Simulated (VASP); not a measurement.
# TiAl (P-6m2) in VASP: single point with PBEsol

Aim: the single point of TiAl with PBEsol.

Program: VASP 6.6.1. These are calculated values, not measurements. Logs are shortened: lines on timing, memory, paths and dates and some standing lists are left out, and cuts for length are marked.

**1. The cell of the first run**

The structure is hexagonal, space group P-6m2 (No. 187). Conventional cell: a = 2.867 Å, b = 2.867 Å, c = 4.678 Å, α = 90.00°, β = 90.00°, γ = 120.00°. Ti (site symmetry -6m2) has 6 Al at 2.87 Å and 6 Ti at 2.87 Å within 3.8 Å. Within 3.8 Å of Al (site symmetry -6m2) lie 6 Ti at 2.87 Å and 6 Al at 2.87 Å.

**2. Single point, PBEsol**

INCAR

```
SYSTEM = TiAl
ALGO = Normal ; EDIFF = 1E-7
ENCUT = 520 ; GGA = PS
ISIF = 2 ; ISMEAR = -1
LASPH = .True. ; LCHARG = .False.
LREAL = .False. ; LWAVE = .False.
NBANDS = 14 ; NELM = 60
PREC = Accurate ; SIGMA = 0.1
```

KPOINTS

```
k-points
0
Gamma
  10 10 6
  0 0 0
```

POSCAR

```
TiAl
1.0
    2.8672620000      0.0000000000      0.0000000000
   -1.4336310000      2.4831217313      0.0000000000
    0.0000000000      0.0000000000      4.6780830000
Ti Al
1 1
Direct
    0.0000000000      0.0000000000      0.0000000000
    0.3333330000      0.6666670000      0.5000000000
```

Potentials or basis: VASP PAW PBE potentials, release 64 (Ti_sv, Al).

Launch:

```
$ cat potpaw_PBE.64/Ti_sv/POTCAR potpaw_PBE.64/Al/POTCAR > POTCAR
$ mpirun -np 1 vasp_std > vasp.out
```

OUTCAR:

```text
SYSTEM = TiAl
   EDIFF = 1E-7
   ENCUT = 520
   GGA = PS
   ISIF = 2
   ISMEAR = -1
   LASPH = .True.
   LREAL = .False.
   NELM = 60
   PREC = Accurate

 ion  position               nearest neighbor table
   1  0.000  0.000  0.000-   2 2.87   2 2.87   2 2.87   2 2.87   2 2.87   2 2.87
   2  0.333  0.667  0.500-   1 2.87   1 2.87   1 2.87   1 2.87   1 2.87   1 2.87

  LATTYP: Found a hexagonal cell.
 ALAT       =     2.8672620000
 C/A-ratio  =     1.6315505873

  Lattice vectors:

 A1 = (   2.8672620000,   0.0000000000,   0.0000000000)
 A2 = (  -1.4336310000,   2.4831217313,   0.0000000000)
 A3 = (   0.0000000000,   0.0000000000,   4.6780830000)

Analysis of symmetry for initial positions (statically):
=====================================================================
 Subroutine PRICEL returns:
 Original cell was already a primitive cell.

 Routine SETGRP: Setting up the symmetry group for a
 hexagonal supercell.

 Subroutine GETGRP returns: Found 12 space group operations
 (whereof 12 operations were pure point group operations)
 out of a pool of 24 trial point group operations.

The static configuration has the point symmetry D_3h.

Analysis of symmetry for dynamics (positions and initial velocities):
=====================================================================
 Subroutine PRICEL returns:
 Original cell was already a primitive cell.

 Routine SETGRP: Setting up the symmetry group for a
 hexagonal supercell.

 Subroutine GETGRP returns: Found 12 space group operations
 (whereof 12 operations were pure point group operations)
 out of a pool of 24 trial point group operations.

The dynamic configuration has the point symmetry D_3h.

 Subroutine INISYM returns: Found 12 space group operations
 (whereof 12 operations are pure point group operations),
 and found     1 'primitive' translations

----------------------------------------------------------------------------------------

                                     Primitive cell

  volume of cell :      33.3068

  direct lattice vectors                    reciprocal lattice vectors
     2.867262000  0.000000000  0.000000000     0.348764780  0.201359439  0.000000000
    -1.433631000  2.483121731  0.000000000     0.000000000  0.402718879  0.000000000
     0.000000000  0.000000000  4.678083000     0.000000000  0.000000000  0.213762774

  length of vectors
     2.867262000  2.867262000  4.678083000     0.402718879  0.402718879  0.213762774

  position of ions in fractional coordinates (direct lattice)
     0.000000000  0.000000000  0.000000000
     0.333333000  0.666667000  0.500000000

  ion indices of the primitive-cell ions
   primitive index   ion index
                 1           1
                 2           2

----------------------------------------------------------------------------------------

 KPOINTS: k-points

Automatic generation of k-mesh.
 Grid dimensions read from file:
 generate k-points for:   10   10    6

 Generating k-lattice:

  Cartesian coordinates                     Fractional coordinates (reciprocal lattice)
     0.034876478  0.020135944  0.000000000     0.100000000  0.000000000  0.000000000
     0.000000000  0.040271888  0.000000000     0.000000000  0.100000000  0.000000000
     0.000000000  0.000000000  0.035627129     0.000000000  0.000000000  0.166666667

  Length of vectors
     0.040271888  0.040271888  0.035627129

  Shift w.r.t. Gamma in fractional coordinates (k-lattice)
     0.000000000  0.000000000  0.000000000

 Subroutine IBZKPT returns following result:
 ===========================================

 Found     56 irreducible k-points:

 Following reciprocal coordinates:
            Coordinates               Weight
  0.000000  0.000000  0.000000      1.000000
  0.100000  0.000000  0.000000      6.000000
  0.200000  0.000000  0.000000      6.000000
  0.300000  0.000000  0.000000      6.000000
  0.400000  0.000000  0.000000      6.000000
  0.500000 -0.000000  0.000000      3.000000
[... 16 lines left out ...]
  0.300000  0.100000  0.166667     24.000000
  0.400000  0.100000  0.166667     24.000000
 [... further k-points ...]
   k-points           NKPTS =     56   k-points in BZ     NKDIM =     56   number of bands    NBANDS=     14
   number of dos      NEDOS =    301   number of ions     NIONS =      2
   total plane-waves  NPLWV =  20736
   dimension x,y,z NGX =    24 NGY =   24 NGZ =   36
   dimension x,y,z NGXF=    48 NGYF=   48 NGZF=   72
   ions per type =               1   1
   NGX,Y,Z   is equivalent  to a cutoff of  13.92, 13.92, 12.79 a.u.
   NGXF,Y,Z  is equivalent  to a cutoff of  27.83, 27.83, 25.59 a.u.
 SYSTEM =  TiAl
   PREC   = accura    normal or accurate (medium, high low for compatibility)
   ISTART =      0    job   : 0-new  1-cont  2-samecut
   ICHARG =      2    charge: 1-file 2-atom 10-const
   ISPIN  =      1    spin polarized calculation?
   LNONCOLLINEAR =      F non collinear calculations
   LSORBIT =      F    spin-orbit coupling
   LASPH  =      T    aspherical Exc in radial PAW
   ENCUT  =  520.0 eV  38.22 Ry    6.18 a.u.   5.33  5.33  8.70*2*pi/ulx,y,z
   NELM   =     60;   NELMIN=  2; NELMDL= -5     # of ELM steps
   EDIFF  = 0.1E-06   stopping-criterion for ELM
   LREAL  =      F    real-space projection
   EDIFFG = 0.1E-05   stopping-criterion for IOM
   NSW    =      0    number of steps for IOM
   IBRION =     -1    ionic relax: 0-MD 1-quasi-New 2-CG
   NFREE  =      0    steps in history (QN), initial steepest desc. (CG)
   ISIF   =      2    stress and relaxation
   ISYM   =      2    0-nonsym 1-usesym 2-fastsym
   POTIM  = 0.5000    time-step for ionic-motion
   TEBEG  =    0.0;   TEEND  =   0.0 temperature during run
   PSTRESS=    0.0 pullay stress
   NELECT =      15.0000    total number of electrons
   NUPDOWN=      -1.0000    fix difference up-down
   EMIN   =  10.00;   EMAX   =-10.00  energy-range for DOS
   EFERMI =   0.00;   METHOD = LEGACY
   ISMEAR =    -1;   SIGMA  =   0.10  broadening in eV -4-tet -1-fermi 0-gaus
   EFERMI_NEDOS =   21; number of points for ismear=-14 and -15
   IALGO  =     38    algorithm
   IMIX   =      4    mixing-type and parameters
     AMIX     =   0.40;   BMIX     =  1.00
     AMIX_MAG =   1.60;   BMIX_MAG =  1.00
  volume/ion in A,a.u.               =      16.65       112.38
  Fermi-wavevector in a.u.,A,eV,Ry     =   1.254857  2.371335 21.424624  1.574665
  Thomas-Fermi vector in A             =   2.388641
   LORBIT       =      0    0 simple, 1 ext, 2 COOP (PROOUT), +10 PAW based schemes
   GGA     = PS    functional components
   LHFCALC =     F    Hartree Fock is set to
   AEXX    =    0.0000 exact exchange contribution
   IVDW    =     0    specifies the selected vdW correction
   LEPSILON=     F    determine dielectric tensor
   LRPA    =     F    only Hartree local field effects (RPA)
 non-spin polarized calculation
  energy-cutoff  :      520.00
  volume of cell :       33.31
 maximum number of plane-waves:       917
 NGX is ok and might be reduce to    24
   NGX = 11   NGY = 11   NGZ = 17

 number of electron      15.0000001 magnetization

 Free energy of the ion-electron system (eV)
  ---------------------------------------------------
  ext. energy  EPLUGINS =         0.00000000
  ---------------------------------------------------
  free energy    TOTEN  =       -12.96850080 eV

  energy without entropy =      -12.89363051  energy(sigma->0) =      -12.93106566

 E-fermi :   7.7843     XC(G=0): -11.0327

 val. band max:        7.7773383671   @ k =   0.1000   0.1000   0.5000
 cond. band min:       7.8221468508   @ k =   0.2000   0.0000   0.5000
 fundamental gap:      0.0448084837
 Fermi energy:         7.7842829727

 k-point     1 :       0.0000    0.0000    0.0000
  band No.  band energies     occupation
      1     -48.5205      2.00000
      2     -24.9450      2.00000
      3     -24.5171      2.00000
      4     -24.5171      2.00000
      5      -1.1459      2.00000
      6       5.4685      2.00000
      7       5.9499      2.00000
      8       9.0514      0.00001
      9       9.0514      0.00001
     10      10.5314      0.00000
     11      10.5314      0.00000
     12      11.6658      0.00000
     13      20.6514      0.00000
     14      20.6514      0.00000

 k-point     2 :       0.1000    0.0000    0.0000
  band No.  band energies     occupation
      1     -48.5113      2.00000
      2     -24.9360      2.00000
      3     -24.5744      2.00000
      4     -24.5300      2.00000
      5      -0.8976      2.00000
      6       5.7360      2.00000
      7       5.9801      2.00000
      8       8.8212      0.00006
      9       9.2530      0.00000
     10      10.4636      0.00000
     11      10.5867      0.00000
     12      11.7220      0.00000
     13      17.8691      0.00000
     14      19.1375      0.00000

 k-point     3 :       0.2000    0.0000    0.0000
  band No.  band energies     occupation
      1     -48.4873      2.00000
      2     -24.9122      2.00000
      3     -24.7225      2.00000
      4     -24.5637      2.00000
      5      -0.1656      2.00000
      6       6.0567      2.00000
      7       6.4025      2.00000
      8       8.3146      0.00990
      9       9.8176      0.00000
     10      10.2903      0.00000
     11      10.7785      0.00000
     12      11.8438      0.00000
     13      14.7083      0.00000
     14      17.6937      0.00000
[... 324 lines left out ...]
 k-point    23 :       0.3000    0.1000    0.1667
  band No.  band energies     occupation
      1     -48.4406      2.00000
      2     -24.9769      2.00000
      3     -24.8669      2.00000
      4     -24.6536      2.00000
      5       2.0342      2.00000
      6       5.9849      2.00000
      7       7.0497      1.99871
      8       7.6561      1.56569
      9       9.5131      0.00000
     10      10.4338      0.00000
     11      10.7927      0.00000
     12      11.9699      0.00000
     13      14.0738      0.00000
     14      14.8125      0.00000

 k-point    24 :       0.4000    0.1000    0.1667
  band No.  band energies     occupation
      1     -48.4237      2.00000
      2     -25.0687      2.00000
      3     -24.8503      2.00000
      4     -24.6832      2.00000
      5       3.7059      2.00000
      6       5.4607      2.00000
      7       6.7069      1.99996
      8       7.0777      1.99829
      9       9.2789      0.00000
     10      10.6404      0.00000
     11      11.0182      0.00000
     12      12.6267      0.00000
     13      13.7692      0.00000
     14      14.3446      0.00000

 [... further k-points ...]
[... 5 lines left out ...]
  --------------------------------------------------------------------------------------
  -------------------------------------------------------------------------------------
  Total       -0.4561973     -0.4561973     -0.7936238      0.0000000      0.0000000      0.0000000
  in kB      -21.9447146    -21.9447146    -38.1761339      0.0000000      0.0000000      0.0000000
  external PRESSURE =     -27.3551877 kB  Pullay stress =       0.0000000 kB

 VOLUME and BASIS-vectors are now :
 -----------------------------------------------------------------------------
  energy-cutoff  :      520.00
  volume of cell :       33.31
      direct lattice vectors                 reciprocal lattice vectors
     2.867262000  0.000000000  0.000000000     0.348764780  0.201359439  0.000000000
    -1.433631000  2.483121731  0.000000000     0.000000000  0.402718879  0.000000000
     0.000000000  0.000000000  4.678083000     0.000000000  0.000000000  0.213762774

 POSITION                                       TOTAL-FORCE (eV/Angst)
 -----------------------------------------------------------------------------------
      0.00000      0.00000      0.00000        -0.000000      0.000000      0.000000
     -0.00000      1.65542      2.33904         0.000000      0.000000      0.000000
 -----------------------------------------------------------------------------------
    total drift:                               -0.000036      0.000021     -0.000000

  FREE ENERGIE OF THE ION-ELECTRON SYSTEM (eV)
  ---------------------------------------------------
  free  energy   TOTEN  =       -12.9685007984 eV

  energy  without entropy=      -12.8936305141  energy(sigma->0) =      -12.93106566
```

Run time: 71 s. Hardware: 1 thread of AMD EPYC 7R13, shared host; peak memory 0.14 GiB.

Results:

```
Free energy : -12.9685 eV
Pressure    : -2.7 GPa
```

Stress tensor (GPa, compression positive):
```
-2.19  0.00  0.00
 0.00 -2.19  0.00
 0.00  0.00 -3.82
```

Caveat: the PAW data sets were made with another functional, which shifts forces and pressure a little.
